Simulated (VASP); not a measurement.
# B2P5 (P-42m) in VASP: further runs

Runs on B2P5. Level: PBE. Tasks: single point, relaxation of cell and atoms.

Everything below comes from runs of VASP 6.6.1. Logs are shortened: lines on timing, memory, paths and dates and some standing lists are left out, and cuts for length are marked.

## (1) The cell of the first run

The structure is tetragonal, space group P-42m (No. 111). Conventional cell: a = 4.574 Å, b = 4.574 Å, c = 4.785 Å, α = 90.00°, β = 90.00°, γ = 90.00°. B (site symmetry 222) has 4 P at 1.98 Å within 2.6 Å. Within 2.9 Å of P (site symmetry -42m) lie 4 P at 2.23 Å. Within 2.6 Å of P (site symmetry m) lie 2 B at 1.98 Å and 1 P at 2.23 Å.

## (2) Single point, PBE (atoms taken out)

The input, INCAR:

```
PREC     = Accurate       # precision mode
ENCUT    = 520            # plane-wave cutoff, eV
EDIFF    = 1E-6           # SCF threshold, eV
ISMEAR   = 0              # smearing method
SIGMA    = 0.2            # smearing width, eV
LREAL    = F              # projectors in reciprocal space
LASPH    = T              # aspherical terms in the spheres
NELM     = 60             # most SCF steps
ALGO     = Normal         # electronic algorithm
ISIF     = 2              # what is computed and relaxed
LWAVE    = F              # write WAVECAR
LCHARG   = T              # write CHGCAR
GGA      = PE             # functional
LELF     = T              # ELF
LVHAR    = T            
NBANDS   = 24             # bands
```

The input, KPOINTS:

```
regular mesh
0
Gamma
  4 4 4
```

The input, POSCAR:

```
B2P5
1.0
    4.5741079990      0.0000000000      0.0000000000
    0.0000000000      4.5741079990      0.0000000000
    0.0000000000      0.0000000000      4.7846170936
B P
2 5
Direct
    0.5000000000      0.0000000000      0.5000000000
    0.0000000000      0.5000000000      0.5000000000
    0.0000000000      0.0000000000      0.0000000000
    0.7164633484      0.2835366516      0.7361073760
    0.2835366516      0.7164633484      0.7361073760
    0.7164633484      0.7164633484      0.2638926240
    0.2835366516      0.2835366516      0.2638926240
```

Potentials or basis: VASP PAW PBE potentials, release 64 (B, P).

Run with:

```console
$ cat potpaw_PBE.64/B/POTCAR potpaw_PBE.64/P/POTCAR > POTCAR
$ mpirun -np 1 vasp_std > vasp.out
```

OUTCAR:

```text
PREC = Accurate
   ENCUT = 520
   EDIFF = 1E-6
   ISMEAR = 0
   LREAL = F
   LASPH = T
   NELM = 60
   ISIF = 2
   GGA = PE

 ion  position               nearest neighbor table
   1  0.500  0.000  0.500-   4 1.98   5 1.98   6 1.98   7 1.98
   2  0.000  0.500  0.500-   4 1.98   5 1.98   6 1.98   7 1.98
   3  0.000  0.000  0.000-   4 2.23   5 2.23   6 2.23   7 2.23
   4  0.716  0.284  0.736-   1 1.98   2 1.98   3 2.23   5 2.80
   5  0.284  0.716  0.736-   1 1.98   2 1.98   3 2.23   4 2.80
   6  0.716  0.716  0.264-   1 1.98   2 1.98   3 2.23   7 2.80
   7  0.284  0.284  0.264-   1 1.98   2 1.98   3 2.23   6 2.80

  LATTYP: Found a simple tetragonal cell.
 ALAT       =     4.5741079990
 C/A-ratio  =     1.0460218899

  Lattice vectors:

 A1 = (   4.5741079990,   0.0000000000,   0.0000000000)
 A2 = (   0.0000000000,   4.5741079990,   0.0000000000)
 A3 = (   0.0000000000,   0.0000000000,   4.7846170936)

Analysis of symmetry for initial positions (statically):
=====================================================================
 Subroutine PRICEL returns:
 Original cell was already a primitive cell.

 Routine SETGRP: Setting up the symmetry group for a
 simple tetragonal supercell.

 Subroutine GETGRP returns: Found  8 space group operations
 (whereof  8 operations were pure point group operations)
 out of a pool of 16 trial point group operations.

The static configuration has the point symmetry D_2d.

Analysis of symmetry for dynamics (positions and initial velocities):
=====================================================================
 Subroutine PRICEL returns:
 Original cell was already a primitive cell.

 Routine SETGRP: Setting up the symmetry group for a
 simple tetragonal supercell.

 Subroutine GETGRP returns: Found  8 space group operations
 (whereof  8 operations were pure point group operations)
 out of a pool of 16 trial point group operations.

The dynamic configuration has the point symmetry D_2d.

 Subroutine INISYM returns: Found  8 space group operations
 (whereof  8 operations are pure point group operations),
 and found     1 'primitive' translations

----------------------------------------------------------------------------------------

                                     Primitive cell

  volume of cell :     100.1060

  direct lattice vectors                    reciprocal lattice vectors
     4.574107999  0.000000000  0.000000000     0.218621860  0.000000000  0.000000000
     0.000000000  4.574107999  0.000000000     0.000000000  0.218621860  0.000000000
     0.000000000  0.000000000  4.784617094     0.000000000  0.000000000  0.209003141

  length of vectors
     4.574107999  4.574107999  4.784617094     0.218621860  0.218621860  0.209003141

  position of ions in fractional coordinates (direct lattice)
     0.500000000  0.000000000  0.500000000
     0.000000000  0.500000000  0.500000000
     0.000000000  0.000000000  0.000000000
     0.716463348  0.283536652  0.736107376
     0.283536652  0.716463348  0.736107376
     0.716463348  0.716463348  0.263892624
     0.283536652  0.283536652  0.263892624

  ion indices of the primitive-cell ions
   primitive index   ion index
                 1           1
                 2           2
                 3           3
                 4           4
                 5           5
                 6           6
                 7           7

----------------------------------------------------------------------------------------

 KPOINTS: regular mesh

Automatic generation of k-mesh.
 Grid dimensions read from file:
 generate k-points for:    4    4    4

 Generating k-lattice:

  Cartesian coordinates                     Fractional coordinates (reciprocal lattice)
     0.054655465  0.000000000  0.000000000     0.250000000  0.000000000  0.000000000
     0.000000000  0.054655465  0.000000000     0.000000000  0.250000000  0.000000000
     0.000000000  0.000000000  0.052250785     0.000000000  0.000000000  0.250000000

  Length of vectors
     0.054655465  0.054655465  0.052250785

  Shift w.r.t. Gamma in fractional coordinates (k-lattice)
     0.000000000  0.000000000  0.000000000

 Subroutine IBZKPT returns following result:
 ===========================================

 Found     18 irreducible k-points:

 Following reciprocal coordinates:
            Coordinates               Weight
  0.000000  0.000000  0.000000      1.000000
  0.250000  0.000000  0.000000      4.000000
  0.500000  0.000000  0.000000      2.000000
  0.250000  0.250000  0.000000      4.000000
  0.500000  0.250000  0.000000      4.000000
  0.500000  0.500000  0.000000      1.000000
[... 10 lines left out ...]
  0.500000  0.250000  0.500000      4.000000
  0.500000  0.500000  0.500000      1.000000
   k-points           NKPTS =     18   k-points in BZ     NKDIM =     18   number of bands    NBANDS=     24
   number of dos      NEDOS =    301   number of ions     NIONS =      7
   total plane-waves  NPLWV =  46656
   dimension x,y,z NGX =    36 NGY =   36 NGZ =   36
   dimension x,y,z NGXF=    72 NGYF=   72 NGZF=   72
   ions per type =               2   5
   NGX,Y,Z   is equivalent  to a cutoff of  13.08, 13.08, 12.51 a.u.
   NGXF,Y,Z  is equivalent  to a cutoff of  26.17, 26.17, 25.02 a.u.
 SYSTEM =  unknown system
   PREC   = accura    normal or accurate (medium, high low for compatibility)
   ISTART =      0    job   : 0-new  1-cont  2-samecut
   ICHARG =      2    charge: 1-file 2-atom 10-const
   ISPIN  =      1    spin polarized calculation?
   LNONCOLLINEAR =      F non collinear calculations
   LSORBIT =      F    spin-orbit coupling
   LASPH  =      T    aspherical Exc in radial PAW
   ENCUT  =  520.0 eV  38.22 Ry    6.18 a.u.   8.50  8.50  8.90*2*pi/ulx,y,z
   NELM   =     60;   NELMIN=  2; NELMDL= -5     # of ELM steps
   EDIFF  = 0.1E-05   stopping-criterion for ELM
   LREAL  =      F    real-space projection
   EDIFFG = 0.1E-04   stopping-criterion for IOM
   NSW    =      0    number of steps for IOM
   IBRION =     -1    ionic relax: 0-MD 1-quasi-New 2-CG
   NFREE  =      0    steps in history (QN), initial steepest desc. (CG)
   ISIF   =      2    stress and relaxation
   ISYM   =      2    0-nonsym 1-usesym 2-fastsym
   POTIM  = 0.5000    time-step for ionic-motion
   TEBEG  =    0.0;   TEEND  =   0.0 temperature during run
   PSTRESS=    0.0 pullay stress
   NELECT =      31.0000    total number of electrons
   NUPDOWN=      -1.0000    fix difference up-down
   EMIN   =  10.00;   EMAX   =-10.00  energy-range for DOS
   EFERMI =   0.00;   METHOD = LEGACY
   ISMEAR =     0;   SIGMA  =   0.20  broadening in eV -4-tet -1-fermi 0-gaus
   EFERMI_NEDOS =   21; number of points for ismear=-14 and -15
   IALGO  =     38    algorithm
   IMIX   =      4    mixing-type and parameters
     AMIX     =   0.40;   BMIX     =  1.00
     AMIX_MAG =   1.60;   BMIX_MAG =  1.00
  volume/ion in A,a.u.               =      14.30        96.51
  Fermi-wavevector in a.u.,A,eV,Ry     =   1.107581  2.093024 16.690744  1.226735
  Thomas-Fermi vector in A             =   2.244097
   LORBIT       =      0    0 simple, 1 ext, 2 COOP (PROOUT), +10 PAW based schemes
   GGA     = PE    functional components
   LHFCALC =     F    Hartree Fock is set to
   AEXX    =    0.0000 exact exchange contribution
   IVDW    =     0    specifies the selected vdW correction
   LEPSILON=     F    determine dielectric tensor
   LRPA    =     F    only Hartree local field effects (RPA)
 non-spin polarized calculation
 Gauss-broadening in eV      SIGMA  =   0.20
  energy-cutoff  :      520.00
  volume of cell :      100.11
 maximum number of plane-waves:      2714
 NGX is ok and might be reduce to    36
   NGX = 17   NGY = 17   NGZ = 17

 number of electron      30.9999999 magnetization

 Free energy of the ion-electron system (eV)
  ---------------------------------------------------
  ext. energy  EPLUGINS =         0.00000000
  ---------------------------------------------------
  free energy    TOTEN  =       -40.07293573 eV

  energy without entropy =      -40.02935419  energy(sigma->0) =      -40.05114496

 E-fermi :   7.3758     XC(G=0): -10.5907

 val. band max:        7.3587638881   @ k =   0.2500   0.2500   0.5000
 cond. band min:       7.3795106699   @ k =   0.5000   0.0000   0.5000
 fundamental gap:      0.0207467818
 Fermi energy:         7.3758342907

 k-point     1 :       0.0000    0.0000    0.0000
  band No.  band energies     occupation
      1      -8.2613      2.00000
      2      -3.7292      2.00000
      3      -3.5016      2.00000
      4      -3.1831      2.00000
      5      -3.1831      2.00000
      6      -1.2639      2.00000
[... 16 lines left out ...]
     23      10.4114      0.00000
     24      11.0311      0.00000

 k-point     2 :       0.2500    0.0000    0.0000
  band No.  band energies     occupation
      1      -7.9163      2.00000
      2      -5.1043      2.00000
      3      -3.3508      2.00000
      4      -3.1042      2.00000
      5      -2.8457      2.00000
      6      -0.1266      2.00000
[... 16 lines left out ...]
     23      11.5904      0.00000
     24      12.0760      0.00000

 k-point     3 :       0.5000    0.0000    0.0000
  band No.  band energies     occupation
      1      -7.1923      2.00000
      2      -6.3957      2.00000
      3      -3.1412      2.00000
      4      -3.0601      2.00000
      5      -2.5804      2.00000
      6       0.5197      2.00000
[... 16 lines left out ...]
     23      12.9549      0.00000
     24      13.3886      0.00000

 k-point     4 :       0.2500    0.2500    0.0000
  band No.  band energies     occupation
      1      -7.5826      2.00000
      2      -5.0680      2.00000
      3      -4.4883      2.00000
      4      -3.4481      2.00000
      5      -1.8450      2.00000
      6       0.3025      2.00000
[... 16 lines left out ...]
     23      12.0708      0.00000
     24      12.1606      0.00000

 k-point     5 :       0.5000    0.2500    0.0000
  band No.  band energies     occupation
      1      -6.9082      2.00000
      2      -6.0559      2.00000
      3      -4.2557      2.00000
      4      -3.8051      2.00000
      5      -1.4514      2.00000
      6       0.1458      2.00000
[... 16 lines left out ...]
     23      12.8175      0.00000
     24      13.1969      0.00000

 k-point     6 :       0.5000    0.5000    0.0000
  band No.  band energies     occupation
      1      -6.4268      2.00000
      2      -5.1650      2.00000
      3      -5.1650      2.00000
      4      -5.0153      2.00000
      5      -0.2846      2.00000
      6       0.4714      2.00000
[... 16 lines left out ...]
     23      12.8704      0.00000
     24      13.7115      0.00000
[... 217 lines left out ...]
 k-point    15 :       0.5000    0.0000    0.5000
  band No.  band energies     occupation
      1      -6.5109      2.00000
      2      -5.7713      2.00000
      3      -5.2285      2.00000
      4      -4.3188      2.00000
      5      -0.6137      2.00000
      6       0.5436      2.00000
[... 16 lines left out ...]
     23      13.1617      0.00000
     24      13.8756      0.00000

 k-point    16 :       0.2500    0.2500    0.5000
  band No.  band energies     occupation
      1      -6.6464      2.00000
      2      -6.1926      2.00000
      3      -4.1736      2.00000
      4      -3.8955      2.00000
      5      -1.8431      2.00000
      6      -0.9505      2.00000
[... 16 lines left out ...]
     23      12.5859      0.00000
     24      13.0458      0.00000

 k-point    17 :       0.5000    0.2500    0.5000
  band No.  band energies     occupation
      1      -6.3974      2.00000
      2      -5.4303      2.00000
      3      -5.0463      2.00000
      4      -4.1330      2.00000
      5      -2.1996      2.00000
      6      -0.7271      2.00000
[... 16 lines left out ...]
     23      11.8864      0.00000
     24      12.3348      0.00000

 k-point    18 :       0.5000    0.5000    0.5000
  band No.  band energies     occupation
      1      -6.2682      2.00000
      2      -4.8247      2.00000
      3      -4.8247      2.00000
      4      -3.8964      2.00000
      5      -3.4421      2.00000
      6      -1.4610      2.00000
[... 16 lines left out ...]
     23      11.8750      0.00000
     24      11.9015      0.00000

------------------------ aborting loop because EDIFF is reached ----------------------------------------

  FORCE on cell =-STRESS in cart. coord.  units (eV):
  Direction    XX          YY          ZZ          XY          YZ          ZX
  --------------------------------------------------------------------------------------
  -------------------------------------------------------------------------------------
  Total       -0.1334663     -0.1334663     -0.0277972      0.0000000      0.0000000      0.0000000
  in kB       -2.1361026     -2.1361026     -0.4448884      0.0000000      0.0000000      0.0000000
  external PRESSURE =      -1.5723645 kB  Pullay stress =       0.0000000 kB

 VOLUME and BASIS-vectors are now :
 -----------------------------------------------------------------------------
  energy-cutoff  :      520.00
  volume of cell :      100.11
      direct lattice vectors                 reciprocal lattice vectors
     4.574107999  0.000000000  0.000000000     0.218621860  0.000000000  0.000000000
     0.000000000  4.574107999  0.000000000     0.000000000  0.218621860  0.000000000
     0.000000000  0.000000000  4.784617094     0.000000000  0.000000000  0.209003141

 POSITION                                       TOTAL-FORCE (eV/Angst)
 -----------------------------------------------------------------------------------
      2.28705      0.00000      2.39231         0.000000      0.000000     -0.000000
      0.00000      2.28705      2.39231         0.000000      0.000000     -0.000000
      0.00000      0.00000      0.00000         0.000000      0.000000     -0.000000
      3.27718      1.29693      3.52199        -0.015543      0.015543      0.039605
      1.29693      3.27718      3.52199         0.015543     -0.015543      0.039605
      3.27718      3.27718      1.26263        -0.015543     -0.015543     -0.039605
      1.29693      1.29693      1.26263         0.015543      0.015543     -0.039605
 -----------------------------------------------------------------------------------
    total drift:                                0.000000      0.000000      0.000000

  FREE ENERGIE OF THE ION-ELECTRON SYSTEM (eV)
  ---------------------------------------------------
  free  energy   TOTEN  =       -40.0729357282 eV

  energy  without entropy=      -40.0293541905  energy(sigma->0) =      -40.05114496
```

Run time: 58 s. Hardware: 1 thread of Intel Xeon 8259CL, shared host; peak memory 0.2 GiB.

Results:

| Item | Value |
| --- | --- |
| Free energy | -40.0729 eV |
| Pressure | -0.2 GPa |
| Largest force | 0.045 eV/Å |
| Band gap on the k mesh | zero (an odd number of electrons rules out a gap without spin polarisation) |

Forces on the atoms (eV/Å):
```
B    0.000  0.000  0.000
B    0.000  0.000  0.000
P    0.000  0.000  0.000
P   -0.016  0.016  0.040
P    0.016 -0.016  0.040
P   -0.016 -0.016 -0.040
P    0.016  0.016 -0.040
```

Stress tensor (GPa, compression positive):
```
-0.21  0.00  0.00
 0.00 -0.21  0.00
 0.00  0.00 -0.04
```

Caveat: the cell differs from its parent crystal (atoms taken out).

## (3) Single point, PBE (atoms taken out)

The input, INCAR:

```
SYSTEM = B2P5
PREC     = Accurate       ! precision mode
ENCUT    = 520            ! plane-wave cutoff, eV
EDIFF    = 1E-7           ! SCF threshold, eV
ISMEAR   = 0              ! smearing method
SIGMA    = 0.1            ! smearing width, eV
LREAL    = .FALSE.        ! projectors in reciprocal space
LASPH    = .TRUE.         ! aspherical terms in the spheres
NELM     = 80             ! most SCF steps
ALGO     = Normal         ! electronic algorithm
ISIF     = 2              ! what is computed and relaxed
LWAVE    = .FALSE.        ! write WAVECAR
LCHARG   = .FALSE.        ! write CHGCAR
GGA      = PE             ! functional
NBANDS   = 24             ! bands
```

The input, KPOINTS:

```
Automatic mesh
0
G
  8 8 6
  0 0 0
```

The input, POSCAR:

```
B2P5
1.0
    4.5526250819      0.0000000000      0.0000000000
    0.0000000000      4.5526250819      0.0000000000
    0.0000000000      0.0000000000      4.8232139288
B P
2 5
Direct
    0.5000000000      0.0000000000      0.5000000000
    0.0000000000      0.5000000000      0.5000000000
    0.0000000000      0.0000000000      0.0000000000
    0.7145139512      0.2854860488      0.7344308902
    0.2854860488      0.7145139512      0.7344308902
    0.7145139512      0.7145139512      0.2655691098
    0.2854860488      0.2854860488      0.2655691098
```

Potentials or basis: VASP PAW PBE potentials, release 64 (B, P).

Run with:

```console
$ cat potpaw_PBE.64/B/POTCAR potpaw_PBE.64/P/POTCAR > POTCAR
$ mpirun -np 1 vasp_std > vasp.out
```

Wall time 3.1 min (1 thread of Intel Xeon 8259CL, shared host); peak memory 0.26 GiB.

It converged, with:

```yaml
Free_energy: -40.0047 eV
Pressure: -0.2 GPa
Largest_force: 0.041 eV/Å
Band_gap_on_the_k_mesh: zero (an odd number of electrons rules out a gap without spin polarisation)
```

Forces in eV/Å, atoms in the order of the input:
```
B    0.000  0.000  0.000
B    0.000  0.000  0.000
P    0.000  0.000  0.000
P    0.028 -0.028  0.009
P   -0.028  0.028  0.009
P    0.028  0.028 -0.009
P   -0.028 -0.028 -0.009
```

Levels at points of the mesh, in eV from the Fermi level:
```
           k point  band 12  band 13  band 14  band 15  band 16  band 17  band 18  band 19  band 20  band 21
(0.00, 0.00, 0.00)    -2.45    -2.45    -1.32     0.04     0.04     0.33     1.22     1.29     1.84     1.84
(0.50, 0.00, 0.00)    -3.13    -2.93    -2.71    -2.06    -1.01     0.86     1.69     3.66     3.70     4.63
(0.50, 0.50, 0.00)    -4.24    -2.77    -1.26     0.45     0.45     2.11     3.65     3.82     3.82     4.92
(0.00, 0.00, 0.50)    -3.01    -2.77    -2.77    -0.61    -0.61     1.02     1.75     2.99     4.26     4.47
(0.50, 0.00, 0.50)    -3.34    -2.67    -2.31    -1.21     0.07     1.65     2.60     4.03     4.15     4.48
(0.50, 0.50, 0.50)    -2.51    -1.13    -0.61     0.56     1.00     1.00     2.24     2.24     2.70     3.93
```

Caveat: the cell differs from its parent crystal (atoms taken out).

(Part 1 of 2 ends here.)
